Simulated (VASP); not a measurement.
# P in VASP: a series of runs

The runs below take P through single point, with PBE+D3(BJ).

Everything below comes from runs of VASP 6.6.1. Logs are shortened: lines on timing, memory, paths and dates and some standing lists are left out, and cuts for length are marked.

### 1 The cell of the first run

The cell holds a slab with vacuum, 2 atoms: a = 3.010 Å, b = 3.010 Å, c = 28.000 Å, α = 90.00°, β = 90.00°, γ = 120.00°.

### 2 Single point, PBE+D3(BJ)

Contents of INCAR:

```
SYSTEM = P
  ALGO = Normal
  DIPOL = 0.5 0.5 0.500
  EDIFF = 1E-6
  ENCUT = 520
  GGA = PE
  IDIPOL = 3
  ISIF = 2
  ISMEAR = 0
  IVDW = 12
  LASPH = .True.
  LCHARG = .False.
  LDIPOL = .True.
  LREAL = .False.
  LWAVE = .False.
  NBANDS = 12
  NELM = 80
  PREC = Accurate
  SIGMA = 0.02
```

Contents of KPOINTS:

```
k-points
0
Gamma
  9 9 1
  0 0 0
```

Contents of POSCAR:

```
P
1.0
    3.0100000000      0.0000000000      0.0000000000
   -1.5050000000      2.6067364654      0.0000000000
    0.0000000000      0.0000000000     28.0000000000
P
2
Direct
    0.3333333333      0.6666666667      0.5095357143
    0.6666666667      0.3333333333      0.4904642857
```

Potentials or basis: VASP PAW PBE potentials, release 64 (P).

Started as:

```
$ cat potpaw_PBE.64/P/POTCAR > POTCAR
$ mpirun -np 1 vasp_std > vasp.out
```

OUTCAR:

```text
SYSTEM = P
   EDIFF = 1E-6
   ENCUT = 520
   GGA = PE
   ISIF = 2
   ISMEAR = 0
   IVDW = 12
   LASPH = .True.
   LREAL = .False.
   NELM = 80
   PREC = Accurate
 IVDW          = 12

 ion  position               nearest neighbor table
   1  0.333  0.667  0.510-   2 1.82   2 1.82   2 1.82
   2  0.667  0.333  0.490-   1 1.82   1 1.82   1 1.82

  LATTYP: Found a hexagonal cell.
 ALAT       =     3.0100000000
 C/A-ratio  =     9.3023255814

  Lattice vectors:

 A1 = (   3.0100000000,   0.0000000000,   0.0000000000)
 A2 = (  -1.5050000000,   2.6067364654,   0.0000000000)
 A3 = (   0.0000000000,   0.0000000000,  28.0000000000)

Analysis of symmetry for initial positions (statically):
=====================================================================
 Subroutine PRICEL returns:
 Original cell was already a primitive cell.

 Routine SETGRP: Setting up the symmetry group for a
 hexagonal supercell.

 Subroutine GETGRP returns: Found 12 space group operations
 (whereof 12 operations were pure point group operations)
 out of a pool of 24 trial point group operations.

The static configuration has the point symmetry D_3d.

Analysis of symmetry for dynamics (positions and initial velocities):
=====================================================================
 Subroutine PRICEL returns:
 Original cell was already a primitive cell.

 Routine SETGRP: Setting up the symmetry group for a
 hexagonal supercell.

 Subroutine GETGRP returns: Found 12 space group operations
 (whereof 12 operations were pure point group operations)
 out of a pool of 24 trial point group operations.

The dynamic configuration has the point symmetry D_3d.

 Subroutine INISYM returns: Found 12 space group operations
 (whereof 12 operations are pure point group operations),
 and found     1 'primitive' translations

----------------------------------------------------------------------------------------

                                     Primitive cell

  volume of cell :     219.6957

  direct lattice vectors                    reciprocal lattice vectors
     3.010000000  0.000000000  0.000000000     0.332225914  0.191810721  0.000000000
    -1.505000000  2.606736465  0.000000000     0.000000000  0.383621441  0.000000000
     0.000000000  0.000000000 28.000000000     0.000000000  0.000000000  0.035714286

  length of vectors
     3.010000000  3.010000000 28.000000000     0.383621441  0.383621441  0.035714286

  position of ions in fractional coordinates (direct lattice)
     0.333333333  0.666666667  0.509535714
     0.666666667  0.333333333  0.490464286

  ion indices of the primitive-cell ions
   primitive index   ion index
                 1           1
                 2           2

----------------------------------------------------------------------------------------

 KPOINTS: k-points

Automatic generation of k-mesh.
 Grid dimensions read from file:
 generate k-points for:    9    9    1

 Generating k-lattice:

  Cartesian coordinates                     Fractional coordinates (reciprocal lattice)
     0.036913990  0.021312302  0.000000000     0.111111111  0.000000000  0.000000000
     0.000000000  0.042624605  0.000000000     0.000000000  0.111111111  0.000000000
     0.000000000  0.000000000  0.035714286     0.000000000  0.000000000  1.000000000

  Length of vectors
     0.042624605  0.042624605  0.035714286

  Shift w.r.t. Gamma in fractional coordinates (k-lattice)
     0.000000000  0.000000000  0.000000000

 Subroutine IBZKPT returns following result:
 ===========================================

 Found     12 irreducible k-points:

 Following reciprocal coordinates:
            Coordinates               Weight
  0.000000  0.000000  0.000000      1.000000
  0.111111  0.000000  0.000000      6.000000
  0.222222  0.000000  0.000000      6.000000
  0.333333  0.000000  0.000000      6.000000
  0.444444  0.000000  0.000000      6.000000
  0.111111  0.111111  0.000000      6.000000
  0.222222  0.111111  0.000000     12.000000
  0.333333  0.111111  0.000000     12.000000
  0.444444  0.111111  0.000000      6.000000
  0.222222  0.222222  0.000000      6.000000
  0.333333  0.222222  0.000000     12.000000
  0.333333  0.333333  0.000000      2.000000
   k-points           NKPTS =     12   k-points in BZ     NKDIM =     12   number of bands    NBANDS=     12
   number of dos      NEDOS =    301   number of ions     NIONS =      2
   total plane-waves  NPLWV = 120960
   dimension x,y,z NGX =    24 NGY =   24 NGZ =  210
   dimension x,y,z NGXF=    48 NGYF=   48 NGZF=  420
   ions per type =               2
   NGX,Y,Z   is equivalent  to a cutoff of  13.26, 13.26, 12.47 a.u.
   NGXF,Y,Z  is equivalent  to a cutoff of  26.51, 26.51, 24.94 a.u.
 SYSTEM =  P
   PREC   = accura    normal or accurate (medium, high low for compatibility)
   ISTART =      0    job   : 0-new  1-cont  2-samecut
   ICHARG =      2    charge: 1-file 2-atom 10-const
   ISPIN  =      1    spin polarized calculation?
   LNONCOLLINEAR =      F non collinear calculations
   LSORBIT =      F    spin-orbit coupling
   LASPH  =      T    aspherical Exc in radial PAW
   ENCUT  =  520.0 eV  38.22 Ry    6.18 a.u.   5.60  5.60 52.06*2*pi/ulx,y,z
   NELM   =     80;   NELMIN=  2; NELMDL= -5     # of ELM steps
   EDIFF  = 0.1E-05   stopping-criterion for ELM
   LREAL  =      F    real-space projection
   EDIFFG = 0.1E-04   stopping-criterion for IOM
   NSW    =      0    number of steps for IOM
   IBRION =     -1    ionic relax: 0-MD 1-quasi-New 2-CG
   NFREE  =      0    steps in history (QN), initial steepest desc. (CG)
   ISIF   =      2    stress and relaxation
   ISYM   =      2    0-nonsym 1-usesym 2-fastsym
   POTIM  = 0.5000    time-step for ionic-motion
   TEBEG  =    0.0;   TEEND  =   0.0 temperature during run
   PSTRESS=    0.0 pullay stress
   NELECT =      10.0000    total number of electrons
   NUPDOWN=      -1.0000    fix difference up-down
   EMIN   =  10.00;   EMAX   =-10.00  energy-range for DOS
   EFERMI =   0.00;   METHOD = LEGACY
   ISMEAR =     0;   SIGMA  =   0.02  broadening in eV -4-tet -1-fermi 0-gaus
   EFERMI_NEDOS =   21; number of points for ismear=-14 and -15
   IALGO  =     38    algorithm
   IMIX   =      4    mixing-type and parameters
     AMIX     =   0.40;   BMIX     =  1.00
     AMIX_MAG =   1.60;   BMIX_MAG =  1.00
  volume/ion in A,a.u.               =     109.85       741.29
  Fermi-wavevector in a.u.,A,eV,Ry     =   0.584522  1.104587  4.648650  0.341666
  Thomas-Fermi vector in A             =   1.630251
   LORBIT       =      0    0 simple, 1 ext, 2 COOP (PROOUT), +10 PAW based schemes
   GGA     = PE    functional components
   LHFCALC =     F    Hartree Fock is set to
   AEXX    =    0.0000 exact exchange contribution
   IVDW    =    12    specifies the selected vdW correction
   LEPSILON=     F    determine dielectric tensor
   LRPA    =     F    only Hartree local field effects (RPA)
 non-spin polarized calculation
 Gauss-broadening in eV      SIGMA  =   0.02
  energy-cutoff  :      520.00
  volume of cell :      219.70
 maximum number of plane-waves:      5989
 NGX is ok and might be reduce to    24
   NGX = 11   NGY = 11   NGZ =105

 number of electron      10.0000001 magnetization

 dipolmoment           0.000000      0.000000     -0.000000 electrons x Angstroem

 Free energy of the ion-electron system (eV)
  ---------------------------------------------------
  ext. energy  EPLUGINS =         0.00000000
  ---------------------------------------------------
  free energy    TOTEN  =        -5.06142358 eV

  energy without entropy =       -5.06142184  energy(sigma->0) =       -5.06142271

 E-fermi :  -2.1717     XC(G=0):  -1.8956

 val. band max:       -2.2242096695   @ k =   0.4444   0.1111   0.0000
 cond. band min:      -2.1168193068   @ k =   0.2222   0.1111   0.0000
 fundamental gap:      0.1073903627
 Fermi energy:        -2.1717299948

 k-point     1 :       0.0000    0.0000    0.0000
  band No.  band energies     occupation
      1     -21.9295      2.00000
      2     -10.7310      2.00000
      3      -7.0307      2.00000
      4      -7.0307      2.00000
      5      -2.4546      2.00000
      6      -1.3298      0.00000
      7      -1.3298      0.00000
      8       0.7743      0.00000
      9       1.6739      0.00000
     10       1.6871      0.00000
     11       2.0137      0.00000
     12       2.2355      0.00000

 k-point     2 :       0.1111    0.0000    0.0000
  band No.  band energies     occupation
      1     -21.6883      2.00000
      2     -10.4968      2.00000
      3      -8.2783      2.00000
      4      -7.4792      2.00000
      5      -2.2879      2.00000
      6      -1.5873      0.00000
      7      -0.4328      0.00000
      8       1.2040      0.00000
      9       1.9161      0.00000
     10       2.2597      0.00000
     11       2.2819      0.00000
     12       2.6694      0.00000

 k-point     3 :       0.2222    0.0000    0.0000
  band No.  band energies     occupation
      1     -20.9723      2.00000
      2     -10.7612      2.00000
      3      -9.8020      2.00000
      4      -8.3105      2.00000
      5      -2.4247      2.00000
      6      -1.9243      0.00000
      7       1.5731      0.00000
      8       1.7148      0.00000
      9       2.1331      0.00000
     10       2.8667      0.00000
     11       3.1991      0.00000
     12       3.2390      0.00000
[... 106 lines left out ...]
 k-point    11 :       0.3333    0.2222    0.0000
  band No.  band energies     occupation
      1     -17.6891      2.00000
      2     -15.3469      2.00000
      3     -12.1615      2.00000
      4      -6.6787      2.00000
      5      -4.4232      2.00000
      6       0.1353      0.00000
      7       0.5139      0.00000
      8       3.0086      0.00000
      9       4.1849      0.00000
     10       6.0041      0.00000
     11       6.3067      0.00000
     12       6.8693      0.00000

 k-point    12 :       0.3333    0.3333    0.0000
  band No.  band energies     occupation
      1     -16.3505      2.00000
      2     -16.3505      2.00000
      3     -13.0617      2.00000
      4      -5.4393      2.00000
      5      -5.4393      2.00000
      6      -0.6615      0.00000
      7       2.3025      0.00000
      8       4.0288      0.00000
      9       4.0288      0.00000
     10       6.2921      0.00000
     11       6.2921      0.00000
     12       6.9582      0.00000

------------------------ aborting loop because EDIFF is reached ----------------------------------------

 vacuum level on the upper side and lower side of the slab       (xc-potential included)        -0.006        -0.006

 Edisp (eV)   -0.51924

 E8    (eV) :    -0.2111

  FORCE on cell =-STRESS in cart. coord.  units (eV):
  Direction    XX          YY          ZZ          XY          YZ          ZX
  --------------------------------------------------------------------------------------
  -------------------------------------------------------------------------------------
  Total      25.42479    25.42479     4.63185     0.00000     0.00000    -0.00000
  in kB     185.41558   185.41558    33.77871     0.00000     0.00000    -0.00000
  external pressure =      134.87 kB  Pullay stress =        0.00 kB

 VOLUME and BASIS-vectors are now :
 -----------------------------------------------------------------------------
  energy-cutoff  :      520.00
  volume of cell :      219.70
      direct lattice vectors                 reciprocal lattice vectors
     3.010000000  0.000000000  0.000000000     0.332225914  0.191810721  0.000000000
    -1.505000000  2.606736465  0.000000000     0.000000000  0.383621441  0.000000000
     0.000000000  0.000000000 28.000000000     0.000000000  0.000000000  0.035714286

 POSITION                                       TOTAL-FORCE (eV/Angst)
 -----------------------------------------------------------------------------------
     -0.00000      1.73782     14.26700         0.000000     -0.000000      8.697583
      1.50500      0.86891     13.73300        -0.000000      0.000000     -8.697583
 -----------------------------------------------------------------------------------
    total drift:                               -0.000000     -0.000000     -0.000000

  FREE ENERGIE OF THE ION-ELECTRON SYSTEM (eV)
  ---------------------------------------------------
  free  energy   TOTEN  =        -5.5806624253 eV

  energy  without entropy=       -5.5806606803  energy(sigma->0) =       -5.58066155

 vacuum level on the upper side and lower side of the slab         1.838         1.838
```

It took 42 s on 1 thread of Intel Xeon Platinum 8559C (Emerald Rapids), shared host; peak memory 0.33 GiB.

What came out:

```
Free energy                : -5.5807 eV
Largest force              : 8.698 eV/Å
Band gap on the k mesh     : zero (band 5 reaches -2.03 eV, above the bottom of band 6 at -3.58 eV)
Dispersion energy per atom : -0.260 eV
```

Forces on the atoms (eV/Å):
```
P    0.000  0.000  8.698
P    0.000  0.000 -8.698
```

[end of part 1 of 2]
